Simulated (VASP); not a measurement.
A run of VASP 6.6.1:

INCAR

```
SYSTEM = SnO2
  PREC = Accurate
  ENCUT = 520
  EDIFF = 1E-6
  ISMEAR = 0
  SIGMA = 0.05
  LREAL = .False.
  LASPH = .True.
  NELM = 80
  ALGO = Normal
  ISIF = 2
  LWAVE = .False.
  LCHARG = .False.
  GGA = PE
  IVDW = 12
  NBANDS = 49
```

File KPOINTS:

```
Automatic mesh
0
Gamma
  9 9 2
  0 0 0
```

File POSCAR:

```
SnO2
1.0
   -3.2372529198      0.0000000000      0.0000000000
   -1.6186264599     -2.8035432670      0.0000000000
   -0.9711758759     -0.5607086535     13.6754773976
Sn O
3 6
Direct
    0.5725196922      0.5725196922      0.4707348724
    0.9686197674     -0.0313802326      0.1569011630
    0.1764196170      0.1764196170      0.7845685818
    0.6207998666      0.6207998666      0.2293340005
    0.8285997161     -0.1714002839      0.8570014193
    0.2246997913      0.2246997913      0.5431677099
    0.5242395178      0.5242395178      0.7121357442
    0.9203395930     -0.0796604070      0.3983020348
    0.3164396682      0.3164396682      0.0844683255
```

Potentials or basis: VASP PAW PBE potentials, release 64 (Sn_d, O).

Command:

```console
$ cat potpaw_PBE.64/Sn_d/POTCAR potpaw_PBE.64/O/POTCAR > POTCAR
$ mpirun -np 1 vasp_std > vasp.out
```

Hardware: 1 thread of Intel(R) Xeon(R) 6975P-C (Granite Rapids), with other jobs on the host.

Q: Estimate the wall time of this run.

A: Wall time 3.1 min on 1 thread of Intel(R) Xeon(R) 6975P-C (Granite Rapids), with other jobs on the host, peak memory 0.38 GiB. Counts: scf iterations 14, k points 50.
